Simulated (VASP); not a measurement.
# Si2Mo (MoSi2 type) (I4/mmm) in VASP: a series of runs, part 2 of 2

VASP 6.6.1.

### Step 5. Single point, LDA (volume scaled by 0.8, partial waves polarizable)

The input, INCAR:

```
PREC = Accurate
ENCUT = 520
EDIFF = 1E-6
ISMEAR = -1
SIGMA = 0.05
LREAL = F
LASPH = T
NELM = 60
ALGO = Normal
ISIF = 2
LWAVE = F
LCHARG = T
GGA = CA
LELF = T
LVHAR = T
NBANDS = 18
```

The input, KPOINTS:

```
Automatic mesh
0
Gamma
  15 15 15
```

The input, POSCAR:

```
Si2Mo
1.0
   -1.4644085077      1.4644085077      3.6539880059
    1.4644085077     -1.4644085077      3.6539880059
    1.4644085077      1.4644085077     -3.6539880059
Mo Si
1 2
Direct
    0.0000000000      0.0000000000      0.0000000000
    0.3323756031      0.3323756031      0.0000000000
   -0.3323756031     -0.3323756031      0.0000000000
```

Potentials or basis: VASP PAW LDA potentials, release 64 (Mo_sv, Si).

Launch:

```
$ cat potpaw_LDA.64/Mo_sv/POTCAR potpaw_LDA.64/Si/POTCAR > POTCAR
$ mpirun -np 1 vasp_std > vasp.out
```

OUTCAR:

```text
PREC = Accurate
   ENCUT = 520
   EDIFF = 1E-6
   ISMEAR = -1
   LREAL = F
   LASPH = T
   NELM = 60
   ISIF = 2
   GGA = CA

 ion  position               nearest neighbor table
   1  0.000  0.000  0.000-   3 2.41   3 2.41   3 2.41   2 2.41   3 2.41   2 2.41   2 2.41   2 2.41
                             2 2.43   3 2.43
   2  0.332  0.332  0.000-   3 2.40   3 2.40   3 2.40   3 2.40   1 2.41   1 2.41   1 2.41   1 2.41
                             1 2.43   3 2.45
   3  0.668  0.668  0.000-   2 2.40   2 2.40   2 2.40   2 2.40   1 2.41   1 2.41   1 2.41   1 2.41
                             1 2.43   2 2.45

  LATTYP: Found a body centered tetragonal cell.
 ALAT       =     2.9288170154
 C/A-ratio  =     2.4951971985

  Lattice vectors:

 A1 = (  -1.4644085077,   1.4644085077,   3.6539880059)
 A2 = (   1.4644085077,  -1.4644085077,   3.6539880059)
 A3 = (   1.4644085077,   1.4644085077,  -3.6539880059)

Analysis of symmetry for initial positions (statically):
=====================================================================
 Subroutine PRICEL returns:
 Original cell was already a primitive cell.

 Routine SETGRP: Setting up the symmetry group for a
 body centered tetragonal supercell.

 Subroutine GETGRP returns: Found 16 space group operations
 (whereof 16 operations were pure point group operations)
 out of a pool of 16 trial point group operations.

The static configuration has the point symmetry D_4h.

Analysis of symmetry for dynamics (positions and initial velocities):
=====================================================================
 Subroutine PRICEL returns:
 Original cell was already a primitive cell.

 Routine SETGRP: Setting up the symmetry group for a
 body centered tetragonal supercell.

 Subroutine GETGRP returns: Found 16 space group operations
 (whereof 16 operations were pure point group operations)
 out of a pool of 16 trial point group operations.

The dynamic configuration has the point symmetry D_4h.

[... 111 lines left out ...]
   NELECT =      22.0000    total number of electrons
   NUPDOWN=      -1.0000    fix difference up-down
   EMIN   =  10.00;   EMAX   =-10.00  energy-range for DOS
   EFERMI =   0.00;   METHOD = LEGACY
   ISMEAR =    -1;   SIGMA  =   0.05  broadening in eV -4-tet -1-fermi 0-gaus
   EFERMI_NEDOS =   21; number of points for ismear=-14 and -15
   IALGO  =     38    algorithm
   IMIX   =      4    mixing-type and parameters
     AMIX     =   0.40;   BMIX     =  1.00
     AMIX_MAG =   1.60;   BMIX_MAG =  1.00
  volume/ion in A,a.u.               =      10.45        70.51
  Fermi-wavevector in a.u.,A,eV,Ry     =   1.454896  2.749354 28.799744  2.116721
  Thomas-Fermi vector in A             =   2.571993
   LORBIT       =      0    0 simple, 1 ext, 2 COOP (PROOUT), +10 PAW based schemes
   GGA     = CA    functional components
   LHFCALC =     F    Hartree Fock is set to
   AEXX    =    0.0000 exact exchange contribution
   IVDW    =     0    specifies the selected vdW correction
   LEPSILON=     F    determine dielectric tensor
   LRPA    =     F    only Hartree local field effects (RPA)
 non-spin polarized calculation
  energy-cutoff  :      520.00
  volume of cell :       31.34
 maximum number of plane-waves:       865
   NGX = 15   NGY = 15   NGZ = 15

 number of electron      22.0000000 magnetization

 Free energy of the ion-electron system (eV)
  ---------------------------------------------------
  ext. energy  EPLUGINS =         0.00000000
  ---------------------------------------------------
  free energy    TOTEN  =       -24.13853424 eV

  energy without entropy =      -24.13617003  energy(sigma->0) =      -24.13735214

 E-fermi :  16.3583     XC(G=0): -13.7740

 val. band max:       16.3470074049   @ k =  -0.3333  -0.3333   0.2667
 cond. band min:      16.3634358389   @ k =  -0.1333  -0.1333   0.0667
 fundamental gap:      0.0164284340
 Fermi energy:        16.3583008726

 k-point     1 :       0.0000    0.0000    0.0000
  band No.  band energies     occupation
      1     -43.7580      2.00000
      2     -18.3670      2.00000
      3     -18.0077      2.00000
      4     -18.0077      2.00000
      5       0.9385      2.00000
      6       8.3465      2.00000
[... 481 lines left out ...]
      5       2.3527      2.00000
      6       8.3249      2.00000
[... 10 lines left out ...]
     17      24.1426      0.00000
     18      25.5081      0.00000

 [... further k-points ...]
[... 5 lines left out ...]
  --------------------------------------------------------------------------------------
  -------------------------------------------------------------------------------------
  Total       16.1108160     16.1108160     16.1480758      0.0000000      0.0000000      0.0000000
  in kB      823.5245005    823.5245005    825.4290848      0.0000000      0.0000000      0.0000000
  external PRESSURE =     824.1593620 kB  Pullay stress =       0.0000000 kB

 VOLUME and BASIS-vectors are now :
 -----------------------------------------------------------------------------
  energy-cutoff  :      520.00
  volume of cell :       31.34
      direct lattice vectors                 reciprocal lattice vectors
    -1.464408508  1.464408508  3.653988006     0.000000000  0.341434782  0.136836793
     1.464408508 -1.464408508  3.653988006     0.341434782  0.000000000  0.136836793
     1.464408508  1.464408508 -3.653988006     0.341434782  0.341434782  0.000000000

 POSITION                                       TOTAL-FORCE (eV/Angst)
 -----------------------------------------------------------------------------------
      0.00000      0.00000      0.00000         0.000000      0.000000      0.000000
      0.00000      0.00000      2.42899         0.000000      0.000000     -0.022863
      0.00000      0.00000      4.87898        -0.000000     -0.000000      0.022863
 -----------------------------------------------------------------------------------
    total drift:                                0.000000      0.000000     -0.000000

  FREE ENERGIE OF THE ION-ELECTRON SYSTEM (eV)
  ---------------------------------------------------
  free  energy   TOTEN  =       -24.1385342436 eV

  energy  without entropy=      -24.1361700281  energy(sigma->0) =      -24.13735214
```

OSZICAR:

```text
N       E                     dE             d eps       ncg     rms          rms(c)
DAV:   1     0.136579266162E+03    0.13658E+03   -0.11486E+04 10400   0.120E+03
DAV:   2    -0.214152996908E+02   -0.15799E+03   -0.15461E+03 11622   0.325E+02
DAV:   3    -0.249037036436E+02   -0.34884E+01   -0.34615E+01 12892   0.444E+01
DAV:   4    -0.249215524618E+02   -0.17849E-01   -0.17839E-01 11996   0.345E+00
DAV:   5    -0.249216656936E+02   -0.11323E-03   -0.11323E-03 12134   0.294E-01    0.387E+01
DAV:   6    -0.242520931616E+02    0.66957E+00   -0.29904E+00 11588   0.140E+01    0.120E+01
DAV:   7    -0.241651061898E+02    0.86987E-01   -0.26811E-01 11204   0.374E+00    0.737E+00
DAV:   8    -0.241391665571E+02    0.25940E-01   -0.52265E-02 11484   0.192E+00    0.393E-01
DAV:   9    -0.241386402256E+02    0.52633E-03   -0.12790E-03 11464   0.329E-01    0.217E-01
DAV:  10    -0.241385376171E+02    0.10261E-03   -0.22277E-04 12178   0.122E-01    0.870E-02
DAV:  11    -0.241385343399E+02    0.32772E-05   -0.21689E-05 11676   0.359E-02    0.203E-02
DAV:  12    -0.241385342436E+02    0.96315E-07   -0.92143E-07  6992   0.726E-03
   1 F= -.24138534E+02 E0= -.24137352E+02  d E =-.236422E-02
```

stdout:

```text
POSCAR found type information on POSCAR MoSi
 POSCAR found :  2 types and       3 ions
 scaLAPACK will be used
 LDA part: xc-table for (Slater(with rela. corr.)+CA(PZ))
 , standard interpolation
 POSCAR, INCAR and KPOINTS ok, starting setup
 FFT: planning ... GRIDC
 FFT: planning ... GRID_SOFT
 FFT: planning ... GRID
 WAVECAR not read
 entering main loop
```

It took 77 s on 1 thread of Intel Xeon 6975P-C (Granite Rapids), shared host; peak memory 0.27 GiB.

What came out:

- Free energy: -24.1385 eV
- Pressure: 82.4 GPa
- Largest force: 0.023 eV/Å
- Band gap on the k mesh: zero (band 11 reaches 17.18 eV, above the bottom of band 12 at 15.99 eV)

Forces in eV/Å, atoms in the order of the input:
```
Mo   0.000  0.000  0.000
Si   0.000  0.000 -0.023
Si   0.000  0.000  0.023
```

Levels at points of the mesh, in eV from the Fermi level:
| k point | band 8 | band 9 | band 10 | band 11 | band 12 | band 13 | band 14 | band 15 |
| --- | --- | --- | --- | --- | --- | --- | --- | --- |
| (0.00, 0.00, 0.00) | -3.32 | -3.32 | -3.21 | 0.66 | 2.13 | 4.68 | 4.68 | 4.94 |

Caveat: the cell differs from its parent crystal (volume scaled by 0.8, partial waves polarizable).

### Step 6. Single point, LDA

This run uses another cell than the first one, of 11.49 Å³/atom, 1.222 times its volume.

The input, INCAR:

```
SYSTEM = Si2Mo
ALGO = Normal ; EDIFF = 1E-7
ENCUT = 520 ; ISIF = 2
ISMEAR = -1 ; LASPH = .TRUE.
LCHARG = .FALSE. ; LREAL = .FALSE.
LWAVE = .FALSE. ; NBANDS = 18
NELM = 100 ; PREC = Accurate
SIGMA = 0.05
```

The input, KPOINTS:

```
k-points
0
G
  15 15 15
  0 0 0
```

The input, POSCAR:

```
Si2Mo
1.0
   -1.5159703338      1.5159703338      3.7506184361
    1.5159703338     -1.5159703338      3.7506184361
    1.5159703338      1.5159703338     -3.7506184361
Mo Si
1 2
Direct
    0.0000000000      0.0000000000      0.0000000000
    0.3334819966      0.3334819966      0.0000000000
   -0.3334819966     -0.3334819966      0.0000000000
```

Potentials or basis: VASP PAW LDA potentials, release 64 (Mo_sv, Si).

Launch:

```
$ cat potpaw_LDA.64/Mo_sv/POTCAR potpaw_LDA.64/Si/POTCAR > POTCAR
$ mpirun -np 1 vasp_std > vasp.out
```

Run time: 89 s. Hardware: 1 thread of Intel Xeon 6975P-C (Granite Rapids), shared host; peak memory 0.28 GiB.

The run converged. Its results:

```
Free energy            : -25.2966 eV
Pressure               : 39.0 GPa
Largest force          : 0.017 eV/Å
Band gap on the k mesh : zero (band 11 reaches 15.34 eV, above the bottom of band 12 at 14.28 eV)
```

Forces in eV/Å, atoms in the order of the input:
```
Mo   0.000  0.000  0.000
Si   0.000  0.000 -0.017
Si   0.000  0.000  0.017
```

Stress tensor (GPa, compression positive):
```
38.95  0.00  0.00
 0.00 38.95  0.00
 0.00  0.00 39.07
```

Levels at points of the mesh, in eV from the Fermi level:
```
           k point  band 9  band 10  band 11  band 12  band 13  band 14
(0.00, 0.00, 0.00)   -3.05    -3.05     0.53     2.61     4.18     4.18
```

### Step 7. Summary

| cell | gap on the mesh (eV) | pressure (GPa) | largest force (eV/Å) |
| --- | --- | --- | --- |
| a = 4.074 Å, angles 139.5, 139.5, 58.5°, 3 atoms | none | 150.2 | 0.03 |
| a = 4.200 Å, angles 139.2, 139.2, 59.1°, 3 atoms | none | 82.4 | 0.02 |
| a = 4.320 Å, angles 138.9, 138.9, 59.5°, 3 atoms | none | 39.0 | 0.02 |

Alike in all rows: task single point; level LDA; potentials or basis VASP PAW LDA potentials, release 64 (Mo_sv, Si); no spin polarisation; k mesh 15 × 15 × 15; cutoff (eV) 520; smearing fermi-dirac 0.05 eV.

Total energies depend on the potentials used, so only differences within one code and one set of settings carry meaning.
